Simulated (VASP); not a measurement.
# GaN (F-43m) in VASP: a series of runs

The runs below take GaN through single point, with PBE.

Program: VASP 6.6.1. These are calculated values, not measurements. Logs are shortened: lines on timing, memory, paths and dates and some standing lists are left out, and cuts for length are marked.

## Step 1: The cell of the first run

The structure is cubic, space group F-43m (No. 216). Conventional cell: a = 4.503 Å, b = 4.503 Å, c = 4.503 Å, α = 90.00°, β = 90.00°, γ = 90.00°. Within 2.6 Å of Ga (site symmetry -43m) lie 4 N at 1.95 Å. N (site symmetry -43m) has 4 Ga at 1.95 Å within 2.6 Å.

## Step 2: Single point, PBE (volume scaled by 0.97)

The input, INCAR:

```
SYSTEM = GaN
ALGO = Normal ; EDIFF = 1E-7
ENCUT = 520 ; GGA = PE
ISIF = 2 ; ISMEAR = 0
LASPH = .True. ; LCHARG = .True.
LELF = .True. ; LREAL = .False.
LVHAR = .True. ; LWAVE = .False.
NBANDS = 16 ; NELM = 80
PREC = Accurate ; SIGMA = 0.02
```

The input, KPOINTS:

```
k-points
0
Gamma
  10 10 10
  0 0 0
```

The input, POSCAR:

```
GaN
1.0
    0.0000000000      2.2512648186      2.2512648186
    2.2512648186      0.0000000000      2.2512648186
    2.2512648186      2.2512648186      0.0000000000
Ga N
1 1
Direct
    0.0000000000      0.0000000000      0.0000000000
    0.7500000000      0.7500000000      0.7500000000
```

Potentials or basis: VASP PAW PBE potentials, release 64 (Ga_d, N).

Started as:

```console
$ cat potpaw_PBE.64/Ga_d/POTCAR potpaw_PBE.64/N/POTCAR > POTCAR
$ mpirun -np 1 vasp_std > vasp.out
```

OUTCAR:

```text
SYSTEM = GaN
   EDIFF = 1E-7
   ENCUT = 520
   GGA = PE
   ISIF = 2
   ISMEAR = 0
   LASPH = .True.
   LREAL = .False.
   NELM = 80
   PREC = Accurate

 ion  position               nearest neighbor table
   1  0.000  0.000  0.000-   2 1.95   2 1.95   2 1.95   2 1.95
   2  0.750  0.750  0.750-   1 1.95   1 1.95   1 1.95   1 1.95

  LATTYP: Found a face centered cubic cell.
 ALAT       =     4.5025296372

  Lattice vectors:

 A1 = (   0.0000000000,   2.2512648186,   2.2512648186)
 A2 = (   2.2512648186,   0.0000000000,   2.2512648186)
 A3 = (   2.2512648186,   2.2512648186,   0.0000000000)

Analysis of symmetry for initial positions (statically):
=====================================================================
 Subroutine PRICEL returns:
 Original cell was already a primitive cell.

 Routine SETGRP: Setting up the symmetry group for a
 face centered cubic supercell.

 Subroutine GETGRP returns: Found 24 space group operations
 (whereof 24 operations were pure point group operations)
 out of a pool of 48 trial point group operations.

The static configuration has the point symmetry T_d .

Analysis of symmetry for dynamics (positions and initial velocities):
=====================================================================
 Subroutine PRICEL returns:
 Original cell was already a primitive cell.

 Routine SETGRP: Setting up the symmetry group for a
 face centered cubic supercell.

 Subroutine GETGRP returns: Found 24 space group operations
 (whereof 24 operations were pure point group operations)
 out of a pool of 48 trial point group operations.

The dynamic configuration has the point symmetry T_d .

 Subroutine INISYM returns: Found 24 space group operations
 (whereof 24 operations are pure point group operations),
 and found     1 'primitive' translations

----------------------------------------------------------------------------------------

                                     Primitive cell

  volume of cell :      22.8197

  direct lattice vectors                    reciprocal lattice vectors
     0.000000000  2.251264819  2.251264819    -0.222097372  0.222097372  0.222097372
     2.251264819  0.000000000  2.251264819     0.222097372 -0.222097372  0.222097372
     2.251264819  2.251264819  0.000000000     0.222097372  0.222097372 -0.222097372

  length of vectors
     3.183769239  3.183769239  3.183769239     0.384683933  0.384683933  0.384683933

  position of ions in fractional coordinates (direct lattice)
     0.000000000  0.000000000  0.000000000
     0.750000000  0.750000000  0.750000000

  ion indices of the primitive-cell ions
   primitive index   ion index
                 1           1
                 2           2

----------------------------------------------------------------------------------------

 KPOINTS: k-points

Automatic generation of k-mesh.
 Grid dimensions read from file:
 generate k-points for:   10   10   10

 Generating k-lattice:

  Cartesian coordinates                     Fractional coordinates (reciprocal lattice)
    -0.022209737  0.022209737  0.022209737     0.100000000  0.000000000  0.000000000
     0.022209737 -0.022209737  0.022209737     0.000000000  0.100000000  0.000000000
     0.022209737  0.022209737 -0.022209737     0.000000000  0.000000000  0.100000000

  Length of vectors
     0.038468393  0.038468393  0.038468393

  Shift w.r.t. Gamma in fractional coordinates (k-lattice)
     0.000000000  0.000000000  0.000000000

 Subroutine IBZKPT returns following result:
 ===========================================

 Found     47 irreducible k-points:

 Following reciprocal coordinates:
            Coordinates               Weight
  0.000000  0.000000  0.000000      1.000000
  0.100000  0.000000  0.000000      8.000000
  0.200000  0.000000  0.000000      8.000000
  0.300000  0.000000  0.000000      8.000000
  0.400000  0.000000  0.000000      8.000000
  0.500000  0.000000  0.000000      4.000000
[... 16 lines left out ...]
  0.300000  0.300000  0.000000      6.000000
  0.400000  0.300000  0.000000     24.000000
 [... further k-points ...]
   k-points           NKPTS =     47   k-points in BZ     NKDIM =     47   number of bands    NBANDS=     16
   number of dos      NEDOS =    301   number of ions     NIONS =      2
   total plane-waves  NPLWV =  13824
   dimension x,y,z NGX =    24 NGY =   24 NGZ =   24
   dimension x,y,z NGXF=    48 NGYF=   48 NGZF=   48
   ions per type =               1   1
   NGX,Y,Z   is equivalent  to a cutoff of  12.53, 12.53, 12.53 a.u.
   NGXF,Y,Z  is equivalent  to a cutoff of  25.06, 25.06, 25.06 a.u.
 SYSTEM =  GaN
   PREC   = accura    normal or accurate (medium, high low for compatibility)
   ISTART =      0    job   : 0-new  1-cont  2-samecut
   ICHARG =      2    charge: 1-file 2-atom 10-const
   ISPIN  =      1    spin polarized calculation?
   LNONCOLLINEAR =      F non collinear calculations
   LSORBIT =      F    spin-orbit coupling
   LASPH  =      T    aspherical Exc in radial PAW
   ENCUT  =  520.0 eV  38.22 Ry    6.18 a.u.   5.92  5.92  5.92*2*pi/ulx,y,z
   NELM   =     80;   NELMIN=  2; NELMDL= -5     # of ELM steps
   EDIFF  = 0.1E-06   stopping-criterion for ELM
   LREAL  =      F    real-space projection
   EDIFFG = 0.1E-05   stopping-criterion for IOM
   NSW    =      0    number of steps for IOM
   IBRION =     -1    ionic relax: 0-MD 1-quasi-New 2-CG
   NFREE  =      0    steps in history (QN), initial steepest desc. (CG)
   ISIF   =      2    stress and relaxation
   ISYM   =      2    0-nonsym 1-usesym 2-fastsym
   POTIM  = 0.5000    time-step for ionic-motion
   TEBEG  =    0.0;   TEEND  =   0.0 temperature during run
   PSTRESS=    0.0 pullay stress
   NELECT =      18.0000    total number of electrons
   NUPDOWN=      -1.0000    fix difference up-down
   EMIN   =  10.00;   EMAX   =-10.00  energy-range for DOS
   EFERMI =   0.00;   METHOD = LEGACY
   ISMEAR =     0;   SIGMA  =   0.02  broadening in eV -4-tet -1-fermi 0-gaus
   EFERMI_NEDOS =   21; number of points for ismear=-14 and -15
   IALGO  =     38    algorithm
   IMIX   =      4    mixing-type and parameters
     AMIX     =   0.40;   BMIX     =  1.00
     AMIX_MAG =   1.60;   BMIX_MAG =  1.00
  volume/ion in A,a.u.               =      11.41        77.00
  Fermi-wavevector in a.u.,A,eV,Ry     =   1.512617  2.858432 31.130284  2.288011
  Thomas-Fermi vector in A             =   2.622518
   LORBIT       =      0    0 simple, 1 ext, 2 COOP (PROOUT), +10 PAW based schemes
   GGA     = PE    functional components
   LHFCALC =     F    Hartree Fock is set to
   AEXX    =    0.0000 exact exchange contribution
   IVDW    =     0    specifies the selected vdW correction
   LEPSILON=     F    determine dielectric tensor
   LRPA    =     F    only Hartree local field effects (RPA)
 non-spin polarized calculation
 Gauss-broadening in eV      SIGMA  =   0.02
  energy-cutoff  :      520.00
  volume of cell :       22.82
 maximum number of plane-waves:       636
   NGX = 11   NGY = 11   NGZ = 11

 number of electron      18.0000006 magnetization

 Free energy of the ion-electron system (eV)
  ---------------------------------------------------
  ext. energy  EPLUGINS =         0.00000000
  ---------------------------------------------------
  free energy    TOTEN  =       -12.14087247 eV

  energy without entropy =      -12.14087247  energy(sigma->0) =      -12.14087247

 E-fermi :   5.5058     XC(G=0): -11.6828

 val. band max:        5.3135778784   @ k =   0.0000   0.0000   0.0000
 cond. band min:       7.0572995120   @ k =   0.0000   0.0000   0.0000
 fundamental gap:      1.7437216336
 Fermi energy:         5.5058030891

 k-point     1 :       0.0000    0.0000    0.0000
  band No.  band energies     occupation
      1     -10.6454      2.00000
      2      -8.1303      2.00000
      3      -8.1303      2.00000
      4      -8.1303      2.00000
      5      -7.8076      2.00000
      6      -7.8076      2.00000
[... 8 lines left out ...]
     15      24.1921      0.00000
     16      24.1921      0.00000

 k-point     2 :       0.1000    0.0000    0.0000
  band No.  band energies     occupation
      1     -10.5346      2.00000
      2      -8.1166      2.00000
      3      -8.1166      2.00000
      4      -8.0916      2.00000
      5      -7.8089      2.00000
      6      -7.8089      2.00000
[... 8 lines left out ...]
     15      22.8890      0.00000
     16      22.9057      0.00000

 k-point     3 :       0.2000    0.0000    0.0000
  band No.  band energies     occupation
      1     -10.2554      2.00000
      2      -8.0847      2.00000
      3      -8.0847      2.00000
      4      -7.9293      2.00000
      5      -7.8077      2.00000
      6      -7.8077      2.00000
[... 8 lines left out ...]
     15      22.1209      0.00000
     16      22.1209      0.00000

 k-point     4 :       0.3000    0.0000    0.0000
  band No.  band energies     occupation
      1      -9.9579      2.00000
      2      -8.0564      2.00000
      3      -8.0564      2.00000
      4      -7.7940      2.00000
      5      -7.7940      2.00000
      6      -7.5335      2.00000
[... 8 lines left out ...]
     15      22.6058      0.00000
     16      22.6058      0.00000
[... 324 lines left out ...]
 k-point    22 :      -0.2000    0.2000    0.0000
  band No.  band energies     occupation
      1      -9.8666      2.00000
      2      -8.0400      2.00000
      3      -8.0254      2.00000
      4      -7.8299      2.00000
      5      -7.8205      2.00000
      6      -7.3573      2.00000
[... 8 lines left out ...]
     15      22.7208      0.00000
     16      25.9125      0.00000

 k-point    23 :       0.3000    0.3000    0.0000
  band No.  band energies     occupation
      1      -9.7797      2.00000
      2      -7.9815      2.00000
      3      -7.9389      2.00000
      4      -7.9389      2.00000
      5      -7.7569      2.00000
      6      -7.3439      2.00000
[... 8 lines left out ...]
     15      27.3798      0.00000
     16      27.8259      0.00000

 k-point    24 :       0.4000    0.3000    0.0000
  band No.  band energies     occupation
      1      -9.6616      2.00000
      2      -7.9999      2.00000
      3      -7.9043      2.00000
      4      -7.9038      2.00000
      5      -7.7467      2.00000
      6      -6.8890      2.00000
[... 8 lines left out ...]
     15      27.6744      0.00000
     16      27.7743      0.00000

 [... further k-points ...]
[... 5 lines left out ...]
  --------------------------------------------------------------------------------------
  -------------------------------------------------------------------------------------
  Total        0.8033183      0.8033183      0.8033183      0.0000000      0.0000000     -0.0000000
  in kB       56.4012201     56.4012201     56.4012201      0.0000000      0.0000000     -0.0000000
  external PRESSURE =      56.4012201 kB  Pullay stress =       0.0000000 kB

 VOLUME and BASIS-vectors are now :
 -----------------------------------------------------------------------------
  energy-cutoff  :      520.00
  volume of cell :       22.82
      direct lattice vectors                 reciprocal lattice vectors
     0.000000000  2.251264819  2.251264819    -0.222097372  0.222097372  0.222097372
     2.251264819  0.000000000  2.251264819     0.222097372 -0.222097372  0.222097372
     2.251264819  2.251264819  0.000000000     0.222097372  0.222097372 -0.222097372

 POSITION                                       TOTAL-FORCE (eV/Angst)
 -----------------------------------------------------------------------------------
      0.00000      0.00000      0.00000        -0.000000     -0.000000     -0.000000
      3.37690      3.37690      3.37690         0.000000      0.000000      0.000000
 -----------------------------------------------------------------------------------
    total drift:                               -0.000002     -0.000002     -0.000002

  FREE ENERGIE OF THE ION-ELECTRON SYSTEM (eV)
  ---------------------------------------------------
  free  energy   TOTEN  =       -12.1408724657 eV

  energy  without entropy=      -12.1408724657  energy(sigma->0) =      -12.14087247
```

It took 6.2 s on 1 thread of Intel Xeon 6975P-C (Granite Rapids), shared host; peak memory 0.14 GiB.

Results:

```
Free energy            : -12.1409 eV
Pressure               : 5.6 GPa
Band gap on the k mesh : 1.74 eV, direct
```

Levels at points of the mesh, in eV from the valence-band top:
| k point | band 5 | band 6 | band 7 | band 8 | band 9 | band 10 | band 11 | band 12 | band 13 | band 14 |
| --- | --- | --- | --- | --- | --- | --- | --- | --- | --- | --- |
| (0.00, 0.00, 0.00) | -13.12 | -13.12 | 0.00 | 0.00 | 0.00 | 1.74 | 10.32 | 10.32 | 10.32 | 17.65 |
| (0.50, 0.00, 0.00) | -13.07 | -11.88 | -7.06 | -0.97 | -0.97 | 4.66 | 8.74 | 10.38 | 10.38 | 15.66 |
| (0.50, 0.50, 0.00) | -13.04 | -11.45 | -6.13 | -2.71 | -2.71 | 3.35 | 6.68 | 11.73 | 13.99 | 13.99 |

Caveat: the cell differs from its parent crystal (volume scaled by 0.97).

## Step 3: Single point, PBE

This run uses another cell than the first one, of 11.76 Å³/atom, 1.031 times its volume.

The input, INCAR:

```
ALGO = Normal
EDIFF = 1E-6
ENCUT = 520
GGA = PE
ISIF = 2
ISMEAR = 0
LASPH = T
LCHARG = F
LREAL = F
LWAVE = F
NBANDS = 16
NELM = 80
PREC = Accurate
SIGMA = 0.02
```

The input, KPOINTS:

```
k-points
0
Gamma
  10 10 10
```

The input, POSCAR:

```
GaN
1.0
    0.0000000000      2.2742384953      2.2742384953
    2.2742384953      0.0000000000      2.2742384953
    2.2742384953      2.2742384953      0.0000000000
Ga N
1 1
Direct
    0.0000000000      0.0000000000      0.0000000000
    0.7500000000      0.7500000000      0.7500000000
```

Potentials or basis: VASP PAW PBE potentials, release 64 (Ga_d, N).

Started as:

```console
$ cat potpaw_PBE.64/Ga_d/POTCAR potpaw_PBE.64/N/POTCAR > POTCAR
$ mpirun -np 1 vasp_std > vasp.out
```

It took 5.7 s on 1 thread of Intel Xeon 6975P-C (Granite Rapids), shared host; peak memory 0.14 GiB.

It converged, with:

* Free energy: -12.1536 eV
* Pressure: 0.1 GPa
* Band gap on the k mesh: 1.55 eV, direct

Levels at points of the mesh, in eV from the valence-band top:
```tsv
k point	band 5	band 6	band 7	band 8	band 9	band 10	band 11	band 12	band 13	band 14
(0.00, 0.00, 0.00)	-13.13	-13.13	0.00	0.00	0.00	1.55	10.13	10.13	10.13	17.23
(0.50, 0.00, 0.00)	-13.09	-11.88	-6.86	-0.93	-0.93	4.45	8.59	10.22	10.22	15.40
(0.50, 0.50, 0.00)	-13.06	-11.45	-6.01	-2.61	-2.61	3.34	6.50	11.52	13.67	13.67
```

Expect the measured gap to be larger: semilocal functionals such as PBE lack the derivative discontinuity.

## Step 4: Single point, PBE (volume scaled by 1.03)

The input, INCAR:

```
SYSTEM = GaN
  PREC = Accurate
  ENCUT = 520
  EDIFF = 1E-7
  ISMEAR = 0
  SIGMA = 0.02
  LREAL = .FALSE.
  LASPH = .TRUE.
  NELM = 60
  ALGO = Normal
  ISIF = 2
  LWAVE = .FALSE.
  LCHARG = .FALSE.
  GGA = PE
  NBANDS = 16
```

The input, KPOINTS:

```
Automatic mesh
0
G
  10 10 10
  0 0 0
```

The input, POSCAR:

```
GaN
1.0
    0.0000000000      2.2967571727      2.2967571727
    2.2967571727      0.0000000000      2.2967571727
    2.2967571727      2.2967571727      0.0000000000
Ga N
1 1
Direct
    0.0000000000      0.0000000000      0.0000000000
    0.7500000000      0.7500000000      0.7500000000
```

Started as:

```console
$ cat potpaw_PBE.64/Ga_d/POTCAR potpaw_PBE.64/N/POTCAR > POTCAR
$ mpirun -np 1 vasp_std > vasp.out
```

It took 5.8 s on 1 thread of Intel Xeon 6975P-C (Granite Rapids), shared host; peak memory 0.14 GiB.

Results (log left out):

```
Free energy            : -12.1436 eV
Pressure               : -4.6 GPa
Band gap on the k mesh : 1.36 eV, direct
```

Levels at points of the mesh, in eV from the valence-band top:
```csv
k point,band 5,band 6,band 7,band 8,band 9,band 10,band 11,band 12,band 13,band 14
"(0.00, 0.00, 0.00)",-13.14,-13.14,0.00,0.00,0.00,1.36,9.95,9.95,9.95,16.84
"(0.50, 0.00, 0.00)",-13.10,-11.89,-6.68,-0.90,-0.90,4.25,8.44,10.07,10.07,15.16
"(0.50, 0.50, 0.00)",-13.08,-11.46,-5.89,-2.51,-2.51,3.34,6.32,11.32,13.36,13.36
```

Caveat: the cell differs from its parent crystal (volume scaled by 1.03).

## Step 5: The runs side by side

| cell | gap on the mesh (eV) | pressure (GPa) |
| --- | --- | --- |
| a = 3.184 Å, angles 60.0°, 2 atoms | 1.74 | 5.6 |
| a = 3.216 Å, angles 60.0°, 2 atoms | 1.55 | 0.1 |
| a = 3.248 Å, angles 60.0°, 2 atoms | 1.36 | -4.6 |

Alike in all rows: task single point; level PBE; potentials or basis VASP PAW PBE potentials, release 64 (Ga_d, N); no spin polarisation; k mesh 10 × 10 × 10; cutoff (eV) 520; smearing gaussian 0.02 eV.

Total energies depend on the potentials used, so only differences within one code and one set of settings carry meaning.
